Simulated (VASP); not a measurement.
# In3As (P4/mmm) in VASP: a series of runs

The runs below take In3As through single point, with PBE+D3(BJ).

All numbers are computed with VASP 6.6.1; they aren't measurements. Logs are shortened: lines on timing, memory, paths and dates and some standing lists are left out, and cuts for length are marked.

**1. The cell of the first run**

Symmetry: P4/mmm, No. 123, tetragonal system. Conventional cell: a = 4.602 Å, b = 4.602 Å, c = 4.556 Å, α = 90.00°, β = 90.00°, γ = 90.00°. In (site symmetry mmm) has 8 In at 3.24 to 3.25 Å and 4 As at 3.24 Å within 4.3 Å. Within 4.3 Å of In (site symmetry 4/mmm) lie 8 In at 3.24 Å and 4 As at 3.25 Å. As (site symmetry 4/mmm) has 12 In at 3.24 to 3.25 Å within 4.3 Å.

**2. Single point, PBE+D3(BJ) (strain -0.0100 x Voigt [0, 1, 0, 0, 0, 0])**

The input, INCAR:

```
ALGO = Fast ; EDIFF = 1E-6
ENCUT = 520 ; GGA = PE
ISIF = 2 ; ISMEAR = 0
IVDW = 12 ; LASPH = T
LCHARG = F ; LREAL = F
LWAVE = F ; NBANDS = 30
NELM = 80 ; PREC = Accurate
SIGMA = 0.15
```

The input, KPOINTS:

```
k-points
0
Gamma
  10 10 10
```

The input, POSCAR:

```
In3As
1.0
    4.6021353856      0.0000000000      0.0000000000
    0.0000000000      4.5561140317      0.0000000000
    0.0000000000      0.0000000000      4.6021353856
In As
3 1
Direct
    0.0000000000      0.5000000000      0.5000000000
    0.5000000000      0.0000000000      0.5000000000
    0.5000000000      0.5000000000      0.0000000000
    0.0000000000      0.0000000000      0.0000000000
```

Potentials or basis: VASP PAW PBE potentials, release 64 (In_d, As).

Command:

```bash
cat potpaw_PBE.64/In_d/POTCAR potpaw_PBE.64/As/POTCAR > POTCAR
mpirun -np 1 vasp_std > vasp.out
```

OUTCAR:

```text
EDIFF = 1E-6
   ENCUT = 520
   GGA = PE
   ISIF = 2
   ISMEAR = 0
   IVDW = 12
   LASPH = T
   LREAL = F
   NELM = 80
   PREC = Accurate
 IVDW          = 12

 ion  position               nearest neighbor table
   1  0.000  0.500  0.500-   2 3.24   4 3.24   4 3.24   2 3.24   4 3.24   4 3.24   2 3.24   2 3.24
                             3 3.25   3 3.25   3 3.25   3 3.25
   2  0.500  0.000  0.500-   1 3.24   3 3.24   3 3.24   1 3.24   3 3.24   3 3.24   1 3.24   1 3.24
                             4 3.25   4 3.25   4 3.25   4 3.25
   3  0.500  0.500  0.000-   2 3.24   4 3.24   2 3.24   2 3.24   4 3.24   2 3.24   4 3.24   4 3.24
                             1 3.25   1 3.25   1 3.25   1 3.25
   4  0.000  0.000  0.000-   1 3.24   3 3.24   1 3.24   1 3.24   3 3.24   1 3.24   3 3.24   3 3.24
                             2 3.25   2 3.25   2 3.25   2 3.25

  LATTYP: Found a simple tetragonal cell.
 ALAT       =     4.6021353856
 C/A-ratio  =     0.9900000000

  Lattice vectors:

 A1 = (  -4.6021353856,   0.0000000000,   0.0000000000)
 A2 = (   0.0000000000,   0.0000000000,   4.6021353856)
 A3 = (   0.0000000000,   4.5561140317,   0.0000000000)

Analysis of symmetry for initial positions (statically):
=====================================================================
 Subroutine PRICEL returns:
 Original cell was already a primitive cell.

 Routine SETGRP: Setting up the symmetry group for a
 simple tetragonal supercell.

 Subroutine GETGRP returns: Found 16 space group operations
 (whereof 16 operations were pure point group operations)
 out of a pool of 16 trial point group operations.

The static configuration has the point symmetry D_4h.

Analysis of symmetry for dynamics (positions and initial velocities):
=====================================================================
 Subroutine PRICEL returns:
 Original cell was already a primitive cell.

 Routine SETGRP: Setting up the symmetry group for a
 simple tetragonal supercell.

 Subroutine GETGRP returns: Found 16 space group operations
 (whereof 16 operations were pure point group operations)
 out of a pool of 16 trial point group operations.

The dynamic configuration has the point symmetry D_4h.

 Subroutine INISYM returns: Found 16 space group operations
 (whereof 16 operations are pure point group operations),
 and found     1 'primitive' translations

----------------------------------------------------------------------------------------

                                     Primitive cell

  volume of cell :      96.4969

  direct lattice vectors                    reciprocal lattice vectors
     4.602135386  0.000000000  0.000000000     0.217290435  0.000000000  0.000000000
     0.000000000  4.556114032  0.000000000     0.000000000  0.219485288  0.000000000
     0.000000000  0.000000000  4.602135386     0.000000000  0.000000000  0.217290435

  length of vectors
     4.602135386  4.556114032  4.602135386     0.217290435  0.219485288  0.217290435

  position of ions in fractional coordinates (direct lattice)
     0.000000000  0.500000000  0.500000000
     0.500000000  0.000000000  0.500000000
     0.500000000  0.500000000  0.000000000
     0.000000000  0.000000000  0.000000000

  ion indices of the primitive-cell ions
   primitive index   ion index
                 1           1
                 2           2
                 3           3
                 4           4

----------------------------------------------------------------------------------------

 KPOINTS: k-points

Automatic generation of k-mesh.
 Grid dimensions read from file:
 generate k-points for:   10   10   10

 Generating k-lattice:

  Cartesian coordinates                     Fractional coordinates (reciprocal lattice)
     0.021729044  0.000000000  0.000000000     0.100000000  0.000000000  0.000000000
     0.000000000  0.021948529  0.000000000     0.000000000  0.100000000  0.000000000
     0.000000000  0.000000000  0.021729044     0.000000000  0.000000000  0.100000000

  Length of vectors
     0.021729044  0.021948529  0.021729044

  Shift w.r.t. Gamma in fractional coordinates (k-lattice)
     0.000000000  0.000000000  0.000000000

 Subroutine IBZKPT returns following result:
 ===========================================

 Found    126 irreducible k-points:

 Following reciprocal coordinates:
            Coordinates               Weight
  0.000000  0.000000  0.000000      1.000000
  0.100000  0.000000  0.000000      4.000000
  0.200000  0.000000  0.000000      4.000000
  0.300000  0.000000  0.000000      4.000000
  0.400000  0.000000  0.000000      4.000000
  0.500000  0.000000  0.000000      2.000000
[... 16 lines left out ...]
  0.400000  0.300000  0.000000      8.000000
  0.500000  0.300000  0.000000      4.000000
 [... further k-points ...]
   k-points           NKPTS =    126   k-points in BZ     NKDIM =    126   number of bands    NBANDS=     30
   number of dos      NEDOS =    301   number of ions     NIONS =      4
   total plane-waves  NPLWV =  46656
   dimension x,y,z NGX =    36 NGY =   36 NGZ =   36
   dimension x,y,z NGXF=    72 NGYF=   72 NGZF=   72
   ions per type =               3   1
   NGX,Y,Z   is equivalent  to a cutoff of  13.00, 13.14, 13.00 a.u.
   NGXF,Y,Z  is equivalent  to a cutoff of  26.01, 26.27, 26.01 a.u.
 SYSTEM =  unknown system
   PREC   = accura    normal or accurate (medium, high low for compatibility)
   ISTART =      0    job   : 0-new  1-cont  2-samecut
   ICHARG =      2    charge: 1-file 2-atom 10-const
   ISPIN  =      1    spin polarized calculation?
   LNONCOLLINEAR =      F non collinear calculations
   LSORBIT =      F    spin-orbit coupling
   LASPH  =      T    aspherical Exc in radial PAW
   ENCUT  =  520.0 eV  38.22 Ry    6.18 a.u.   8.56  8.47  8.56*2*pi/ulx,y,z
   NELM   =     80;   NELMIN=  2; NELMDL= -5     # of ELM steps
   EDIFF  = 0.1E-05   stopping-criterion for ELM
   LREAL  =      F    real-space projection
   EDIFFG = 0.1E-04   stopping-criterion for IOM
   NSW    =      0    number of steps for IOM
   IBRION =     -1    ionic relax: 0-MD 1-quasi-New 2-CG
   NFREE  =      0    steps in history (QN), initial steepest desc. (CG)
   ISIF   =      2    stress and relaxation
   ISYM   =      2    0-nonsym 1-usesym 2-fastsym
   POTIM  = 0.5000    time-step for ionic-motion
   TEBEG  =    0.0;   TEEND  =   0.0 temperature during run
   PSTRESS=    0.0 pullay stress
   NELECT =      44.0000    total number of electrons
   NUPDOWN=      -1.0000    fix difference up-down
   EMIN   =  10.00;   EMAX   =-10.00  energy-range for DOS
   EFERMI =   0.00;   METHOD = LEGACY
   ISMEAR =     0;   SIGMA  =   0.15  broadening in eV -4-tet -1-fermi 0-gaus
   EFERMI_NEDOS =   21; number of points for ismear=-14 and -15
   IALGO  =     68    algorithm
   IMIX   =      4    mixing-type and parameters
     AMIX     =   0.40;   BMIX     =  1.00
     AMIX_MAG =   1.60;   BMIX_MAG =  1.00
  volume/ion in A,a.u.               =      24.12       162.80
  Fermi-wavevector in a.u.,A,eV,Ry     =   1.260050  2.381150 21.602339  1.587727
  Thomas-Fermi vector in A             =   2.393580
   LORBIT       =      0    0 simple, 1 ext, 2 COOP (PROOUT), +10 PAW based schemes
   GGA     = PE    functional components
   LHFCALC =     F    Hartree Fock is set to
   AEXX    =    0.0000 exact exchange contribution
   IVDW    =    12    specifies the selected vdW correction
   LEPSILON=     F    determine dielectric tensor
   LRPA    =     F    only Hartree local field effects (RPA)
 non-spin polarized calculation
 RMM-DIIS sequential band-by-band and
 Gauss-broadening in eV      SIGMA  =   0.15
  energy-cutoff  :      520.00
  volume of cell :       96.50
 maximum number of plane-waves:      2621
 NGX is ok and might be reduce to    36
   NGX = 17   NGY = 17   NGZ = 17

 number of electron      43.9999980 magnetization

 Free energy of the ion-electron system (eV)
  ---------------------------------------------------
  ext. energy  EPLUGINS =         0.00000000
  ---------------------------------------------------
  free energy    TOTEN  =       -11.99347996 eV

  energy without entropy =      -11.96625612  energy(sigma->0) =      -11.97986804

 E-fermi :   7.2806     XC(G=0): -10.4023

 val. band max:        7.2772528508   @ k =   0.3000   0.3000   0.1000
 cond. band min:       7.2865148470   @ k =   0.5000   0.0000   0.1000
 fundamental gap:      0.0092619962
 Fermi energy:         7.2805524166

 k-point     1 :       0.0000    0.0000    0.0000
  band No.  band energies     occupation
      1      -7.5340      2.00000
      2      -7.5162      2.00000
      3      -7.5162      2.00000
      4      -7.5057      2.00000
      5      -7.3306      2.00000
      6      -7.3195      2.00000
[... 22 lines left out ...]
     29      13.4349      0.00000
     30      14.5851      0.00000

 k-point     2 :       0.1000    0.0000    0.0000
  band No.  band energies     occupation
      1      -7.5225      2.00000
      2      -7.5139      2.00000
      3      -7.5035      2.00000
      4      -7.4935      2.00000
      5      -7.3275      2.00000
      6      -7.3118      2.00000
[... 22 lines left out ...]
     29      13.7575      0.00000
     30      14.7258      0.00000

 k-point     3 :       0.2000    0.0000    0.0000
  band No.  band energies     occupation
      1      -7.5077      2.00000
      2      -7.4900      2.00000
      3      -7.4662      2.00000
      4      -7.4576      2.00000
      5      -7.3216      2.00000
      6      -7.2877      2.00000
[... 22 lines left out ...]
     29      14.3797      0.00000
     30      14.8510      0.00000

 k-point     4 :       0.3000    0.0000    0.0000
  band No.  band energies     occupation
      1      -7.4997      2.00000
      2      -7.4428      2.00000
      3      -7.4073      2.00000
      4      -7.4010      2.00000
      5      -7.3138      2.00000
      6      -7.2511      2.00000
[... 616 lines left out ...]
     29      12.3309      0.00000
     30      12.4673      0.00000

 k-point    23 :       0.4000    0.3000    0.0000
  band No.  band energies     occupation
      1      -7.4023      2.00000
      2      -7.3865      2.00000
      3      -7.3100      2.00000
      4      -7.3021      2.00000
      5      -7.2869      2.00000
      6      -7.2398      2.00000
[... 22 lines left out ...]
     29      12.3243      0.00000
     30      13.0996      0.00000

 k-point    24 :       0.5000    0.3000    0.0000
  band No.  band energies     occupation
      1      -7.3964      2.00000
      2      -7.3546      2.00000
      3      -7.3416      2.00000
      4      -7.2737      2.00000
      5      -7.2640      2.00000
      6      -7.2099      2.00000
[... 22 lines left out ...]
     29      12.1388      0.00000
     30      14.5739      0.00000

 [... further k-points ...]

------------------------ aborting loop because EDIFF is reached ----------------------------------------

 Edisp (eV)   -1.47454

 E8    (eV) :    -0.7075

  FORCE on cell =-STRESS in cart. coord.  units (eV):
  Direction    XX          YY          ZZ          XY          YZ          ZX
  --------------------------------------------------------------------------------------
  -------------------------------------------------------------------------------------
  Total       0.31030     0.22547     0.31030     0.00000     0.00000     0.00000
  in kB       5.15210     3.74350     5.15210     0.00000     0.00000     0.00000
  external pressure =        4.68 kB  Pullay stress =        0.00 kB

 VOLUME and BASIS-vectors are now :
 -----------------------------------------------------------------------------
  energy-cutoff  :      520.00
  volume of cell :       96.50
      direct lattice vectors                 reciprocal lattice vectors
     4.602135386  0.000000000  0.000000000     0.217290435  0.000000000  0.000000000
     0.000000000  4.556114032  0.000000000     0.000000000  0.219485288  0.000000000
     0.000000000  0.000000000  4.602135386     0.000000000  0.000000000  0.217290435

 POSITION                                       TOTAL-FORCE (eV/Angst)
 -----------------------------------------------------------------------------------
      0.00000      2.27806      2.30107         0.000000      0.000000      0.000000
      2.30107      0.00000      2.30107         0.000000      0.000000      0.000000
      2.30107      2.27806      0.00000         0.000000      0.000000      0.000000
      0.00000      0.00000      0.00000         0.000000      0.000000      0.000000
 -----------------------------------------------------------------------------------
    total drift:                                0.000000      0.000000      0.000000

  FREE ENERGIE OF THE ION-ELECTRON SYSTEM (eV)
  ---------------------------------------------------
  free  energy   TOTEN  =       -13.4680220939 eV

  energy  without entropy=      -13.4407982469  energy(sigma->0) =      -13.45441017
```

Run time: 11 min. Hardware: 1 thread of AMD EPYC 7R13, shared host; peak memory 0.41 GiB.

What came out:

| Quantity | Value |
| --- | --- |
| Free energy | -13.4680 eV |
| Pressure | 0.5 GPa |
| Band gap on the k mesh | zero (band 22 reaches 7.90 eV, above the bottom of band 23 at 3.66 eV) |
| Dispersion energy per atom | -0.369 eV |

Levels at points of the mesh, in eV from the Fermi level:
```
           k point  band 19  band 20  band 21  band 22  band 23  band 24  band 25  band 26
(0.00, 0.00, 0.00)    -3.14    -3.05    -1.89    -1.76     2.11     2.11     2.13     4.67
(0.50, 0.00, 0.00)    -1.79    -1.71    -1.03    -0.20    -0.09    -0.02     1.39     4.88
(0.00, 0.50, 0.00)    -1.75    -1.75    -1.08    -0.15    -0.15    -0.07     1.33     4.80
(0.50, 0.50, 0.00)    -6.04    -0.88    -0.47     0.47     0.50     1.82     1.88     1.89
(0.50, 0.00, 0.50)    -6.09    -0.84    -0.37     0.60     0.60     1.96     1.96     1.98
(0.50, 0.50, 0.50)    -4.28    -4.28    -4.27    -4.27    -3.62     4.88     4.88     5.02
```

Caveat: the cell differs from its parent crystal (strain -0.0100 x Voigt [0, 1, 0, 0, 0, 0]); spin-orbit coupling is left out, which moves the levels of the heavy elements; pairwise dispersion overbinds metals, which lowers pressure and volume.

(Continued in part 2 of 2.)
